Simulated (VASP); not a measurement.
# MgSi32 (a cell with a defect) in VASP: single point with LDA

Aim: the single point of MgSi32 (a cell with a defect) with LDA.

Everything below comes from runs of VASP 6.6.1. Logs are shortened: lines on timing, memory, paths and dates and some standing lists are left out, and cuts for length are marked.

### 1 The cell of the first run

The cell holds a defect, 33 atoms: a = 9.356 Å, b = 9.356 Å, c = 9.356 Å, α = 109.47°, β = 109.47°, γ = 109.47°.

### 2 Single point, LDA (with an interstitial atom, then relaxed in part)

Contents of INCAR:

```
PREC = Accurate
ENCUT = 520
EDIFF = 1E-6
ISMEAR = 0
SIGMA = 0.02
LREAL = Auto
LASPH = True
NELM = 60
ALGO = Normal
ISIF = 2
LWAVE = False
LCHARG = True
GGA = CA
LELF = True
LVHAR = True
NBANDS = 87
```

Contents of KPOINTS:

```
regular mesh
0
Gamma
  3 3 3
```

Contents of POSCAR:

```
MgSi32
1.0
    5.4019422878      5.4019422878      5.4019422878
   -5.4019422878     -5.4019422878      5.4019422878
    5.4019422878     -5.4019422878     -5.4019422878
Si Mg
32 1
Direct
    0.7469905515      0.2489145889      0.7479478520
   -0.0006978476      0.0001980351      0.7341135221
    0.7506547547      0.4991593983      0.4992460236
   -0.0007183244      0.2525320061      0.5013314763
    0.2517224044      0.0002288535      0.5013955044
    0.2480432748      0.7478230101      0.7479412095
    0.4982362260      0.4991361449      0.7515592489
    0.7332139032      0.0002383008      0.0003337963
    0.7469836884      0.7478356852      0.2490216405
   -0.0006905167      0.5012771306      0.2526217680
    0.2654898274      0.2663351994      0.2664624905
    0.5003735457      0.0002034613      0.2526369797
    0.4982298532      0.7514752792      0.4992119138
   -0.0007559734      0.7340030956      0.0002661335
    0.2517321229      0.5012898593      0.0003125882
    0.5003415303      0.2525324177      0.0002682876
    0.4993593440      0.2502391256      0.7503163702
    0.7461812971      0.0001719125      0.7471403694
    0.5121812825      0.5130452656      0.5131254765
    0.7492952376      0.2501951654      0.5002905119
   -0.0006579797      0.0002123186      0.4874555597
   -0.0006373484      0.7470922594      0.7471955117
    0.2492963803      0.5001611408      0.7502654929
    0.4864988338      0.0001936937      0.0002835894
    0.4993631136      0.7502385099      0.2503175694
    0.7492961083      0.5001633732      0.2502689992
   -0.0006219746      0.2533785163      0.2534536581
    0.2524147515      0.0001495014      0.2534067719
    0.2492973816      0.7501897415      0.5002911827
    0.7461417998      0.7470780150      0.0002940434
   -0.0006341376      0.4873698051      0.0002819753
    0.2524120862      0.2533173932      0.0002740673
   -0.0006708611      0.0002093221      0.0002814427
```

Potentials or basis: VASP PAW LDA potentials, release 64 (Si, Mg).

Run with:

```
> cat potpaw_LDA.64/Si/POTCAR potpaw_LDA.64/Mg/POTCAR > POTCAR
> mpirun -np 1 vasp_std > vasp.out
```

OUTCAR:

```text
PREC = Accurate
   ENCUT = 520
   EDIFF = 1E-6
   ISMEAR = 0
   LREAL = Auto
   LASPH = True
   NELM = 60
   ISIF = 2
   GGA = CA

 ion  position               nearest neighbor table
   1  0.747  0.249  0.748-  31 2.32  18 2.32  20 2.33  17 2.33
   2  0.999  0.000  0.734-  21 2.31  18 2.41  32 2.41  22 2.41  33 2.49
   3  0.751  0.499  0.499-  19 2.32  22 2.32  26 2.33  20 2.33
   4  0.999  0.253  0.501-  21 2.32  27 2.32  23 2.33  20 2.33
   5  0.252  0.000  0.501-  21 2.32  28 2.32  17 2.33  29 2.33
   6  0.248  0.748  0.748-  24 2.32  22 2.32  23 2.33  29 2.33
   7  0.498  0.499  0.752-  19 2.32  30 2.32  23 2.33  17 2.33
   8  0.733  0.000  0.000-  24 2.31  30 2.41  27 2.41  18 2.41  33 2.49
   9  0.747  0.748  0.249-  21 2.32  30 2.32  25 2.33  26 2.33
  10  0.999  0.501  0.253-  31 2.32  27 2.32  29 2.33  26 2.33
  11  0.265  0.266  0.266-  19 2.31  27 2.41  28 2.41  32 2.41  33 2.49
  12  0.500  0.000  0.253-  24 2.32  28 2.32  25 2.33  20 2.33
  13  0.498  0.751  0.499-  19 2.32  18 2.32  25 2.33  29 2.33
  14  0.999  0.734  0.000-  31 2.31  30 2.41  22 2.41  28 2.41  33 2.49
  15  0.252  0.501  0.000-  31 2.32  32 2.32  23 2.33  25 2.33
  16  0.500  0.253  0.000-  24 2.32  32 2.32  17 2.33  26 2.33
  17  0.499  0.250  0.750-   5 2.33   7 2.33  16 2.33   1 2.33
  18  0.746  0.000  0.747-  13 2.32   1 2.32   2 2.41   8 2.41  33 2.73
  19  0.512  0.513  0.513-  11 2.31   7 2.32  13 2.32   3 2.32
  20  0.749  0.250  0.500-   1 2.33  12 2.33   3 2.33   4 2.33
  21  0.999  0.000  0.487-   2 2.31   4 2.32   9 2.32   5 2.32
  22  0.999  0.747  0.747-   6 2.32   3 2.32  14 2.41   2 2.41  33 2.73
  23  0.249  0.500  0.750-   7 2.33   6 2.33  15 2.33   4 2.33
  24  0.486  0.000  0.000-   8 2.31   6 2.32  12 2.32  16 2.32
  25  0.499  0.750  0.250-   9 2.33  12 2.33  13 2.33  15 2.33
  26  0.749  0.500  0.250-  10 2.33   9 2.33   3 2.33  16 2.33
  27  0.999  0.253  0.253-   4 2.32  10 2.32  11 2.41   8 2.41  33 2.73
  28  0.252  0.000  0.253-   5 2.32  12 2.32  11 2.41  14 2.41  33 2.73
  29  0.249  0.750  0.500-  10 2.33   6 2.33   5 2.33  13 2.33
  30  0.746  0.747  0.000-   7 2.32   9 2.32   8 2.41  14 2.41  33 2.74
  31  0.999  0.487  0.000-  14 2.31  15 2.32   1 2.32  10 2.32
  32  0.252  0.253  0.000-  15 2.32  16 2.32   2 2.41  11 2.41  33 2.73
  33  0.999  0.000  0.000-   8 2.49   2 2.49  11 2.49  14 2.49  32 2.73  22 2.73  18 2.73  28 2.73
                            27 2.73  30 2.74

  LATTYP: Found a body centered cubic cell.
 ALAT       =    10.8038845756

  Lattice vectors:

 A1 = (   5.4019422878,   5.4019422878,   5.4019422878)
 A2 = (  -5.4019422878,  -5.4019422878,   5.4019422878)
 A3 = (   5.4019422878,  -5.4019422878,  -5.4019422878)

Analysis of symmetry for initial positions (statically):
=====================================================================
 Subroutine PRICEL returns:
 Original cell was already a primitive cell.

 Routine SETGRP: Setting up the symmetry group for a
 body centered cubic supercell.

 Subroutine GETGRP returns: Found  1 space group operations
 (whereof  1 operations were pure point group operations)
 out of a pool of 48 trial point group operations.

The static configuration has the point symmetry C_1 .

Analysis of symmetry for dynamics (positions and initial velocities):
=====================================================================
 Subroutine PRICEL returns:
 Original cell was already a primitive cell.

 Routine SETGRP: Setting up the symmetry group for a
 body centered cubic supercell.

 Subroutine GETGRP returns: Found  1 space group operations
 (whereof  1 operations were pure point group operations)
 out of a pool of 48 trial point group operations.

The dynamic configuration has the point symmetry C_1 .

 Subroutine INISYM returns: Found  1 space group operations
 (whereof  1 operations are pure point group operations),
 and found     1 'primitive' translations

----------------------------------------------------------------------------------------

                                     Primitive cell

  volume of cell :     630.5359

  direct lattice vectors                    reciprocal lattice vectors
     5.401942288  5.401942288  5.401942288     0.092559301  0.000000000  0.092559301
    -5.401942288 -5.401942288  5.401942288     0.000000000 -0.092559301  0.092559301
     5.401942288 -5.401942288 -5.401942288     0.092559301 -0.092559301  0.000000000

  length of vectors
     9.356438502  9.356438502  9.356438502     0.130898618  0.130898618  0.130898618

  position of ions in fractional coordinates (direct lattice)
     0.746990551  0.248914589  0.747947852
[... 82 lines left out ...]
     0.030853100 -0.030853100  0.000000000     0.000000000  0.000000000  0.333333333

  Length of vectors
     0.043632873  0.043632873  0.043632873

  Shift w.r.t. Gamma in fractional coordinates (k-lattice)
     0.000000000  0.000000000  0.000000000

 Subroutine IBZKPT returns following result:
 ===========================================

 Found     14 irreducible k-points:

 Following reciprocal coordinates:
            Coordinates               Weight
  0.000000  0.000000  0.000000      1.000000
  0.333333  0.000000  0.000000      2.000000
  0.000000  0.333333  0.000000      2.000000
  0.000000  0.000000  0.333333      2.000000
  0.333333  0.000000 -0.333333      2.000000
  0.333333 -0.333333  0.000000      2.000000
  0.000000  0.333333 -0.333333      2.000000
  0.333333  0.333333  0.000000      2.000000
  0.000000  0.333333  0.333333      2.000000
  0.333333  0.000000  0.333333      2.000000
 -0.333333 -0.333333 -0.333333      2.000000
 -0.333333  0.333333  0.333333      2.000000
  0.333333 -0.333333  0.333333      2.000000
  0.333333  0.333333 -0.333333      2.000000
   k-points           NKPTS =     14   k-points in BZ     NKDIM =     14   number of bands    NBANDS=     87
   number of dos      NEDOS =    301   number of ions     NIONS =     33
   total plane-waves  NPLWV = 343000
   dimension x,y,z NGX =    70 NGY =   70 NGZ =   70
   dimension x,y,z NGXF=   140 NGYF=  140 NGZF=  140
   ions per type =              32   1
   NGX,Y,Z   is equivalent  to a cutoff of  12.44, 12.44, 12.44 a.u.
   NGXF,Y,Z  is equivalent  to a cutoff of  24.88, 24.88, 24.88 a.u.
 SYSTEM =  unknown system
   PREC   = accura    normal or accurate (medium, high low for compatibility)
   ISTART =      0    job   : 0-new  1-cont  2-samecut
   ICHARG =      2    charge: 1-file 2-atom 10-const
   ISPIN  =      1    spin polarized calculation?
   LNONCOLLINEAR =      F non collinear calculations
   LSORBIT =      F    spin-orbit coupling
   LASPH  =      T    aspherical Exc in radial PAW
   ENCUT  =  520.0 eV  38.22 Ry    6.18 a.u.  17.40 17.40 17.40*2*pi/ulx,y,z
   NELM   =     60;   NELMIN=  2; NELMDL= -5     # of ELM steps
   EDIFF  = 0.1E-05   stopping-criterion for ELM
   LREAL  =      T    real-space projection
   EDIFFG = 0.1E-04   stopping-criterion for IOM
   NSW    =      0    number of steps for IOM
   IBRION =     -1    ionic relax: 0-MD 1-quasi-New 2-CG
   NFREE  =      0    steps in history (QN), initial steepest desc. (CG)
   ISIF   =      2    stress and relaxation
   ISYM   =      2    0-nonsym 1-usesym 2-fastsym
   POTIM  = 0.5000    time-step for ionic-motion
   TEBEG  =    0.0;   TEEND  =   0.0 temperature during run
   PSTRESS=    0.0 pullay stress
   NELECT =     130.0000    total number of electrons
   NUPDOWN=      -1.0000    fix difference up-down
   EMIN   =  10.00;   EMAX   =-10.00  energy-range for DOS
   EFERMI =   0.00;   METHOD = LEGACY
   ISMEAR =     0;   SIGMA  =   0.02  broadening in eV -4-tet -1-fermi 0-gaus
   EFERMI_NEDOS =   21; number of points for ismear=-14 and -15
   IALGO  =     38    algorithm
   IMIX   =      4    mixing-type and parameters
     AMIX     =   0.40;   BMIX     =  1.00
     AMIX_MAG =   1.60;   BMIX_MAG =  1.00
  volume/ion in A,a.u.               =      19.11       128.94
  Fermi-wavevector in a.u.,A,eV,Ry     =   0.967133  1.827616 12.726147  0.935345
  Thomas-Fermi vector in A             =   2.096993
   LORBIT       =      0    0 simple, 1 ext, 2 COOP (PROOUT), +10 PAW based schemes
   GGA     = CA    functional components
   LHFCALC =     F    Hartree Fock is set to
   AEXX    =    0.0000 exact exchange contribution
   IVDW    =     0    specifies the selected vdW correction
   LEPSILON=     F    determine dielectric tensor
   LRPA    =     F    only Hartree local field effects (RPA)
 non-spin polarized calculation
 Gauss-broadening in eV      SIGMA  =   0.02
  energy-cutoff  :      520.00
  volume of cell :      630.54
 maximum number of plane-waves:     17007
 NGX is ok and might be reduce to    70
   NGX = 35   NGY = 35   NGZ = 35

 number of electron     129.9999995 magnetization

 Free energy of the ion-electron system (eV)
  ---------------------------------------------------
  ext. energy  EPLUGINS =         0.00000000
  ---------------------------------------------------
  free energy    TOTEN  =      -190.79201567 eV

  energy without entropy =     -190.78802098  energy(sigma->0) =     -190.79001833

 E-fermi :   7.0028     XC(G=0):  -9.7799

 val. band max:        6.7051617524   @ k =   0.3333   0.0000  -0.3333
 cond. band min:       7.0123489681   @ k =   0.0000   0.3333   0.0000
 fundamental gap:      0.3071872157
 Fermi energy:         7.0028418430

 k-point     1 :       0.0000    0.0000    0.0000
  band No.  band energies     occupation
      1      -6.0716      2.00000
      2      -4.1618      2.00000
      3      -4.0503      2.00000
      4      -4.0501      2.00000
      5      -4.0499      2.00000
      6      -3.9770      2.00000
[... 1109 lines left out ...]
     76       8.5337      0.00000
     77       8.5339      0.00000
 [bands above 77 left out]

------------------------ aborting loop because EDIFF is reached ----------------------------------------

  FORCE on cell =-STRESS in cart. coord.  units (eV):
  Direction    XX          YY          ZZ          XY          YZ          ZX
  --------------------------------------------------------------------------------------
  -------------------------------------------------------------------------------------
  Total        5.1839367      5.1779270      5.1818039     -0.0031405     -0.0035150     -0.0024803
  in kB       13.1722650     13.1569946     13.1668457     -0.0079799     -0.0089315     -0.0063023
  external PRESSURE =      13.1653684 kB  Pullay stress =       0.0000000 kB

 VOLUME and BASIS-vectors are now :
 -----------------------------------------------------------------------------
  energy-cutoff  :      520.00
  volume of cell :      630.54
      direct lattice vectors                 reciprocal lattice vectors
     5.401942288  5.401942288  5.401942288     0.092559301  0.000000000  0.092559301
    -5.401942288 -5.401942288  5.401942288     0.000000000 -0.092559301  0.092559301
     5.401942288 -5.401942288 -5.401942288     0.092559301 -0.092559301  0.000000000

 POSITION                                       TOTAL-FORCE (eV/Angst)
 -----------------------------------------------------------------------------------
      6.73095     -1.34979      1.33945         0.001586     -0.000336     -0.001929
      9.36274      1.43146      1.43360        -0.001128      0.003592      0.001736
      4.05546     -1.33833      4.05453         0.001064     -0.001138      0.000264
      6.74206      1.32573      4.05406        -0.000310      0.000917      0.001134
      4.06706     -1.34996     -1.34748        -0.001358      0.000478     -0.000353
      1.34055     -6.74012      1.33928        -0.002680     -0.001602     -0.001391
[... 25 lines left out ...]
     -0.00341     -0.00637      2.73044         0.002048     -0.000151     -0.003790
      5.39871      5.39567      5.39793         0.001332      0.000849     -0.000674
 -----------------------------------------------------------------------------------
    total drift:                                0.002231      0.017811      0.008867

  FREE ENERGIE OF THE ION-ELECTRON SYSTEM (eV)
  ---------------------------------------------------
  free  energy   TOTEN  =      -190.7920156743 eV

  energy  without entropy=     -190.7880209845  energy(sigma->0) =     -190.79001833
```

Wall time 13 min (1 thread of AMD EPYC 9R45 (Zen 5), shared host); peak memory 0.77 GiB.

What came out:

- Free energy: -190.7920 eV
- Pressure: 1.3 GPa
- Largest force: 0.006 eV/Å
- Band gap on the k mesh: zero (bands 65 and 66 overlap by 0.60 eV)

Forces on the atoms (eV/Å):
```
Si   0.002  0.000 -0.002
Si  -0.001  0.004  0.002
Si   0.001 -0.001  0.000
Si   0.000  0.001  0.001
Si  -0.001  0.000  0.000
Si  -0.003 -0.002 -0.001
Si   0.002 -0.001  0.002
Si  -0.004 -0.002 -0.002
Si  -0.002 -0.001  0.002
Si   0.001  0.002  0.000
Si   0.003 -0.003  0.004
Si  -0.003 -0.001 -0.002
Si   0.001 -0.001  0.000
Si   0.002  0.001 -0.001
Si   0.000  0.000  0.000
Si  -0.002 -0.001 -0.001
Si   0.001  0.001  0.000
Si   0.004 -0.001  0.000
Si   0.001  0.001  0.000
Si   0.000  0.001  0.001
Si   0.000  0.001  0.000
Si  -0.001 -0.004  0.000
Si   0.001  0.000 -0.001
Si  -0.001 -0.001  0.000
Si   0.000  0.001 -0.001
Si   0.001  0.000  0.000
Si  -0.001  0.004 -0.001
Si  -0.004  0.000  0.001
Si   0.000  0.000  0.001
Si   0.002  0.002  0.005
Si   0.000 -0.001 -0.001
Si   0.002  0.000 -0.004
Mg   0.001  0.001 -0.001
```

Levels at points of the mesh, in eV from the Fermi level:
| k point | band 63 | band 64 | band 65 | band 66 | band 67 | band 68 |
| --- | --- | --- | --- | --- | --- | --- |
| (0.00, 0.00, 0.00) | -0.97 | -0.97 | -0.69 | -0.49 | -0.49 | -0.49 |

Caveat: the cell differs from its parent crystal (with an interstitial atom, then relaxed in part).
